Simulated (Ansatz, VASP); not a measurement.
# In in VASP and in Ansatz

Contents of INCAR:

```
SYSTEM = In
ALGO = Normal
EDIFF = 1E-6
ENCUT = 520
GGA = PS
ISIF = 2
ISMEAR = -1
LASPH = .TRUE.
LCHARG = .FALSE.
LREAL = .FALSE.
LWAVE = .FALSE.
NBANDS = 12
NELM = 100
PREC = Accurate
SIGMA = 0.08
```

Contents of KPOINTS:

```
k-points
0
G
  15 15 15
  0 0 0
```

File POSCAR:

```
In
1.0
   -1.8489228035      1.8489228035      1.8489228035
    1.8489228035     -1.8489228035      1.8489228035
    1.8489228035      1.8489228035     -1.8489228035
In
1
Direct
    0.0000000000      0.0000000000      0.0000000000
```

Input for Ansatz:

```yaml
crystal:
  lattice:
    - [-1.8489228035, 1.8489228035, 1.8489228035]
    - [1.8489228035, -1.8489228035, 1.8489228035]
    - [1.8489228035, 1.8489228035, -1.8489228035]
  atoms:
    - { symbol: In, position: [0.0, 0.0, 0.0] }
kpoints:
  mp_grid: { grid: [15, 15, 15] }
scf:
  occupations: { method: fermi_dirac, width: 0.08 }
hamiltonian:
  xc: pbesol
  pseudopotentials: { kind: paw }
output:
  forces: true
  stress: true
  eigenvalues: true
  write_density: true
  write_potential: true
  elf: true
  volumetric_format: npy
```

Change from the starting cell: volume scaled by 0.981, to set the pressure.

Alike in both runs: task single point; functional PBEsol; k mesh 15 × 15 × 15; occupations fermi-dirac, width 0.08 eV; no spin polarisation.

```csv
,VASP,Ansatz
version,VASP 6.6.1,Ansatz 0.2.0
potentials or method,"VASP PAW PBE potentials, release 64 (In_d)","PAW with Ansatz's default frozen-core files, scalar-relativistic"
plane-wave cutoff (eV),520,420
valence electrons in the cell,13,13
```

```tsv
	VASP	Ansatz	Ansatz less VASP
pressure (GPa)	0.9	0.9	+0.01
```

VASP's potentials were made for PBE, not for PBEsol. With one functional, cell and mesh, what is left measures potentials, basis and numerics.
